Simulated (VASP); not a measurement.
# Sb (Fd-3m) in VASP: further runs, part 2 of 2

VASP 6.6.1. The steps go on from the part before.

## (5) Single point, LDA (volume scaled by 0.4)

INCAR reads:

```
PREC = Accurate
ENCUT = 520
EDIFF = 1E-6
ISMEAR = -1
SIGMA = 0.1
LREAL = F
LASPH = T
NELM = 60
ALGO = Normal
ISIF = 2
LWAVE = F
LCHARG = F
GGA = CA
NBANDS = 12
```

KPOINTS reads:

```
Automatic mesh
0
Gamma
  10 10 10
```

POSCAR reads:

```
Sb
1.0
    0.0000000000      2.5098892199      2.5098892199
    2.5098892199      0.0000000000      2.5098892199
    2.5098892199      2.5098892199      0.0000000000
Sb
2
Direct
   -0.1250000000     -0.1250000000     -0.1250000000
    0.1250000000      0.1250000000      0.1250000000
```

Potentials or basis: VASP PAW LDA potentials, release 64 (Sb).

Command:

```sh
$ cat potpaw_LDA.64/Sb/POTCAR > POTCAR
$ mpirun -np 1 vasp_std > vasp.out
```

OUTCAR:

```text
PREC = Accurate
   ENCUT = 520
   EDIFF = 1E-6
   ISMEAR = -1
   LREAL = F
   LASPH = T
   NELM = 60
   ISIF = 2
   GGA = CA

 ion  position               nearest neighbor table
   1  0.875  0.875  0.875-   2 2.17   2 2.17   2 2.17   2 2.17
   2  0.125  0.125  0.125-   1 2.17   1 2.17   1 2.17   1 2.17

  LATTYP: Found a face centered cubic cell.
 ALAT       =     5.0197784398

  Lattice vectors:

 A1 = (   0.0000000000,   2.5098892199,   2.5098892199)
 A2 = (   2.5098892199,   0.0000000000,   2.5098892199)
 A3 = (   2.5098892199,   2.5098892199,   0.0000000000)

Analysis of symmetry for initial positions (statically):
=====================================================================
 Subroutine PRICEL returns:
 Original cell was already a primitive cell.

 Routine SETGRP: Setting up the symmetry group for a
 face centered cubic supercell.

 Subroutine GETGRP returns: Found 48 space group operations
 (whereof 12 operations were pure point group operations)
 out of a pool of 48 trial point group operations.

The static configuration has the point symmetry D_3d.
 The point group associated with its full space group is O_h .

Analysis of symmetry for dynamics (positions and initial velocities):
=====================================================================
 Subroutine PRICEL returns:
 Original cell was already a primitive cell.

 Routine SETGRP: Setting up the symmetry group for a
 face centered cubic supercell.

 Subroutine GETGRP returns: Found 48 space group operations
 (whereof 12 operations were pure point group operations)
 out of a pool of 48 trial point group operations.

The dynamic configuration has the point symmetry D_3d.
 The point group associated with its full space group is O_h .

 Subroutine INISYM returns: Found 48 space group operations
 (whereof 12 operations are pure point group operations),
 and found     1 'primitive' translations

----------------------------------------------------------------------------------------

                                     Primitive cell

  volume of cell :      31.6223

  direct lattice vectors                    reciprocal lattice vectors
     0.000000000  2.509889220  2.509889220    -0.199211980  0.199211980  0.199211980
     2.509889220  0.000000000  2.509889220     0.199211980 -0.199211980  0.199211980
     2.509889220  2.509889220  0.000000000     0.199211980  0.199211980 -0.199211980

  length of vectors
     3.549519375  3.549519375  3.549519375     0.345045270  0.345045270  0.345045270

  position of ions in fractional coordinates (direct lattice)
     0.875000000  0.875000000  0.875000000
     0.125000000  0.125000000  0.125000000

  ion indices of the primitive-cell ions
   primitive index   ion index
                 1           1
                 2           2

----------------------------------------------------------------------------------------

 KPOINTS: Automatic mesh

Automatic generation of k-mesh.
 Grid dimensions read from file:
 generate k-points for:   10   10   10

 Generating k-lattice:

  Cartesian coordinates                     Fractional coordinates (reciprocal lattice)
[... 41 lines left out ...]
 [... further k-points ...]
   k-points           NKPTS =     47   k-points in BZ     NKDIM =     47   number of bands    NBANDS=     12
   number of dos      NEDOS =    301   number of ions     NIONS =      2
   total plane-waves  NPLWV =  21952
   dimension x,y,z NGX =    28 NGY =   28 NGZ =   28
   dimension x,y,z NGXF=    56 NGYF=   56 NGZF=   56
   ions per type =               2
   NGX,Y,Z   is equivalent  to a cutoff of  13.11, 13.11, 13.11 a.u.
   NGXF,Y,Z  is equivalent  to a cutoff of  26.23, 26.23, 26.23 a.u.
 SYSTEM =  unknown system
   PREC   = accura    normal or accurate (medium, high low for compatibility)
   ISTART =      0    job   : 0-new  1-cont  2-samecut
   ICHARG =      2    charge: 1-file 2-atom 10-const
   ISPIN  =      1    spin polarized calculation?
   LNONCOLLINEAR =      F non collinear calculations
   LSORBIT =      F    spin-orbit coupling
   LASPH  =      T    aspherical Exc in radial PAW
   ENCUT  =  520.0 eV  38.22 Ry    6.18 a.u.   6.60  6.60  6.60*2*pi/ulx,y,z
   NELM   =     60;   NELMIN=  2; NELMDL= -5     # of ELM steps
   EDIFF  = 0.1E-05   stopping-criterion for ELM
   LREAL  =      F    real-space projection
   EDIFFG = 0.1E-04   stopping-criterion for IOM
   NSW    =      0    number of steps for IOM
   IBRION =     -1    ionic relax: 0-MD 1-quasi-New 2-CG
   NFREE  =      0    steps in history (QN), initial steepest desc. (CG)
   ISIF   =      2    stress and relaxation
   ISYM   =      2    0-nonsym 1-usesym 2-fastsym
   POTIM  = 0.5000    time-step for ionic-motion
   TEBEG  =    0.0;   TEEND  =   0.0 temperature during run
   PSTRESS=    0.0 pullay stress
   NELECT =      10.0000    total number of electrons
   NUPDOWN=      -1.0000    fix difference up-down
   EMIN   =  10.00;   EMAX   =-10.00  energy-range for DOS
   EFERMI =   0.00;   METHOD = LEGACY
   ISMEAR =    -1;   SIGMA  =   0.10  broadening in eV -4-tet -1-fermi 0-gaus
   EFERMI_NEDOS =   21; number of points for ismear=-14 and -15
   IALGO  =     38    algorithm
   IMIX   =      4    mixing-type and parameters
     AMIX     =   0.40;   BMIX     =  1.00
     AMIX_MAG =   1.60;   BMIX_MAG =  1.00
  volume/ion in A,a.u.               =      15.81       106.70
  Fermi-wavevector in a.u.,A,eV,Ry     =   1.115348  2.107702 16.925654  1.244001
  Thomas-Fermi vector in A             =   2.251952
   LORBIT       =      0    0 simple, 1 ext, 2 COOP (PROOUT), +10 PAW based schemes
   GGA     = CA    functional components
   LHFCALC =     F    Hartree Fock is set to
   AEXX    =    0.0000 exact exchange contribution
   IVDW    =     0    specifies the selected vdW correction
   LEPSILON=     F    determine dielectric tensor
   LRPA    =     F    only Hartree local field effects (RPA)
 non-spin polarized calculation
  energy-cutoff  :      520.00
  volume of cell :       31.62
 maximum number of plane-waves:       875
 NGX is ok and might be reduce to    28
   NGX = 13   NGY = 13   NGZ = 13

 number of electron      10.0000000 magnetization

 Free energy of the ion-electron system (eV)
  ---------------------------------------------------
  ext. energy  EPLUGINS =         0.00000000
  ---------------------------------------------------
  free energy    TOTEN  =         6.82344237 eV

  energy without entropy =        6.84748962  energy(sigma->0) =        6.83546599

 E-fermi :  18.8385     XC(G=0): -12.5352

 val. band max:       18.7542518732   @ k =   0.1000   0.0000   0.0000
 cond. band min:      18.9036644572   @ k =  -0.3000   0.1000   0.0000
 fundamental gap:      0.1494125840
 Fermi energy:        18.8384916097

 k-point     1 :       0.0000    0.0000    0.0000
  band No.  band energies     occupation
      1      -2.4626      2.00000
      2      16.0174      2.00000
      3      16.0174      2.00000
      4      16.0174      2.00000
      5      18.1250      1.99841
      6      18.1250      1.99841
      7      18.1250      1.99841
      8      20.5297      0.00000
      9      21.7269      0.00000
     10      24.8956      0.00000
     11      24.8956      0.00000
     12      24.8956      0.00000
[... 331 lines left out ...]
 k-point    24 :       0.4000    0.3000    0.0000
  band No.  band energies     occupation
      1       0.7515      2.00000
      2       7.5428      2.00000
      3      10.2432      2.00000
      4      10.8268      2.00000
      5      16.2434      2.00000
      6      17.6779      1.99998
      7      24.6270      0.00000
      8      24.7280      0.00000
      9      27.4456      0.00000
     10      28.1092      0.00000
     11      29.4386      0.00000
     12      29.8690      0.00000

 [... further k-points ...]

------------------------ aborting loop because EDIFF is reached ----------------------------------------

  FORCE on cell =-STRESS in cart. coord.  units (eV):
  Direction    XX          YY          ZZ          XY          YZ          ZX
  --------------------------------------------------------------------------------------
  -------------------------------------------------------------------------------------
  Total       46.6846720     46.6846720     46.6846720     -0.0000000     -0.0000000     -0.0000000
  in kB     2365.3272690   2365.3272690   2365.3272690     -0.0000000     -0.0000000     -0.0000000
  external PRESSURE =    2365.3272690 kB  Pullay stress =       0.0000000 kB

 VOLUME and BASIS-vectors are now :
 -----------------------------------------------------------------------------
  energy-cutoff  :      520.00
  volume of cell :       31.62
      direct lattice vectors                 reciprocal lattice vectors
     0.000000000  2.509889220  2.509889220    -0.199211980  0.199211980  0.199211980
     2.509889220  0.000000000  2.509889220     0.199211980 -0.199211980  0.199211980
     2.509889220  2.509889220  0.000000000     0.199211980  0.199211980 -0.199211980

 POSITION                                       TOTAL-FORCE (eV/Angst)
 -----------------------------------------------------------------------------------
      4.39231      4.39231      4.39231        -0.000000     -0.000000     -0.000000
      0.62747      0.62747      0.62747         0.000000      0.000000      0.000000
 -----------------------------------------------------------------------------------
    total drift:                               -0.000000     -0.000000     -0.000000

  FREE ENERGIE OF THE ION-ELECTRON SYSTEM (eV)
  ---------------------------------------------------
  free  energy   TOTEN  =         6.8234423710 eV

  energy  without entropy=        6.8474896180  energy(sigma->0) =        6.83546599
```

It took 28 s on 1 thread of AMD EPYC 7R13, shared host; peak memory 0.12 GiB.

What came out:

| Quantity | Value |
| --- | --- |
| Free energy | 6.8234 eV |
| Pressure | 236.5 GPa |
| Band gap on the k mesh | zero (band 5 reaches 19.62 eV, above the bottom of band 6 at 15.91 eV) |

Levels at points of the mesh, in eV from the Fermi level:
```csv
k point,band 1,band 2,band 3,band 4,band 5,band 6,band 7,band 8,band 9,band 10
"(0.00, 0.00, 0.00)",-21.30,-2.82,-2.82,-2.82,-0.71,-0.71,-0.71,1.69,2.89,6.06
"(0.50, 0.00, 0.00)",-17.66,-14.37,-5.72,-5.72,-0.74,0.72,0.72,2.17,7.96,7.96
"(0.50, 0.50, 0.00)",-15.05,-15.05,-8.82,-8.82,-2.92,-2.92,9.44,9.44,9.50,9.50
```

Caveat: spin-orbit coupling is left out, which moves the levels of the heavy elements.

## (6) Single point, LDA (volume scaled by 0.5)

Changes to INCAR since step 5:

```diff
@@ -7,3 +7,3 @@
 LASPH = T
-NELM = 60
+NELM = 80
 ALGO = Normal
```

KPOINTS reads:

```
regular mesh
0
Gamma
  10 10 10
```

POSCAR reads:

```
Sb
1.0
    0.0000000000      2.7036962017      2.7036962017
    2.7036962017      0.0000000000      2.7036962017
    2.7036962017      2.7036962017      0.0000000000
Sb
2
Direct
   -0.1250000000     -0.1250000000     -0.1250000000
    0.1250000000      0.1250000000      0.1250000000
```

Potentials or basis: VASP PAW LDA potentials, release 64 (Sb).

Command:

```sh
$ cat potpaw_LDA.64/Sb/POTCAR > POTCAR
$ mpirun -np 1 vasp_std > vasp.out
```

It took 30 s on 1 thread of AMD EPYC 7R13, shared host; peak memory 0.12 GiB.

Results (log left out):

```yaml
Free_energy: -1.3335 eV
Pressure: 111.6 GPa
Band_gap_on_the_k_mesh: zero (band 5 reaches 15.25 eV, above the bottom of band 6 at 11.89 eV)
```

Levels at points of the mesh, in eV from the Fermi level:
| k point | band 1 | band 2 | band 3 | band 4 | band 5 | band 6 | band 7 | band 8 | band 9 | band 10 |
| --- | --- | --- | --- | --- | --- | --- | --- | --- | --- | --- |
| (0.00, 0.00, 0.00) | -18.37 | -2.99 | -2.99 | -2.99 | -0.46 | -0.46 | -0.46 | -0.33 | 3.29 | 6.60 |
| (0.50, 0.00, 0.00) | -15.62 | -12.22 | -5.08 | -5.08 | -1.66 | 0.94 | 0.94 | 3.25 | 7.90 | 7.90 |
| (0.50, 0.50, 0.00) | -13.38 | -13.38 | -7.37 | -7.37 | -2.28 | -2.28 | 8.22 | 8.22 | 9.43 | 9.43 |

Caveat: spin-orbit coupling is left out, which moves the levels of the heavy elements.
